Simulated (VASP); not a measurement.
A run of VASP 6.6.1 is set up as follows.

The input POSCAR:

```
As
1.0
    1.8250000000     -5.5000000000      0.0000000000
    1.8250000000      5.5000000000      0.0000000000
    0.0000000000      0.0000000000      4.4700000000
As
4
Direct
    0.1100000000      0.8900000000      0.9400000000
    0.6100000000      0.3900000000      0.5600000000
    0.8900000000      0.1100000000      0.0600000000
    0.3900000000      0.6100000000      0.4400000000
```

File INCAR.step1:

```
ALGO = Normal ; EDIFF = 1E-5
ENCUT = 550 ; GGA = PE
GGA_COMPAT = False ; ISMEAR = 0
LASPH = True ; LCHARG = False
LREAL = False ; LWAVE = True
NBANDS = 18 ; NELM = 120
PREC = Accurate ; SIGMA = 0.1
```

The input INCAR.step2:

```
ALGO = Normal ; EDIFF = 1E-6
ENCUT = 550 ; GGA_COMPAT = False
ISIF = 2 ; ISMEAR = 0
ISTART = 1 ; LASPH = True
LCHARG = False ; LMIXTAU = True
LREAL = False ; LWAVE = False
METAGGA = R2SCAN ; NBANDS = 18
NELM = 120 ; PREC = Accurate
SIGMA = 0.1
```

KPOINTS

```
k-points
0
Gamma
  6 6 4
```

Potentials or basis: VASP PAW PBE potentials, release 64 (As).

The run is started by

```bash
$ cat potpaw_PBE.64/As/POTCAR > POTCAR
$ cp INCAR.step1 INCAR
$ mpirun -np 1 vasp_std > vasp.out
$ cp INCAR.step2 INCAR
$ mpirun -np 1 vasp_std > vasp.out
```

(1) Estimate the largest force.

(2) Predict the pressure.

## Answers

(1) 0.338 eV/Å.

(2) 1.4 GPa.

Caveat: the PAW data sets were made with another functional, which shifts forces and pressure a little.
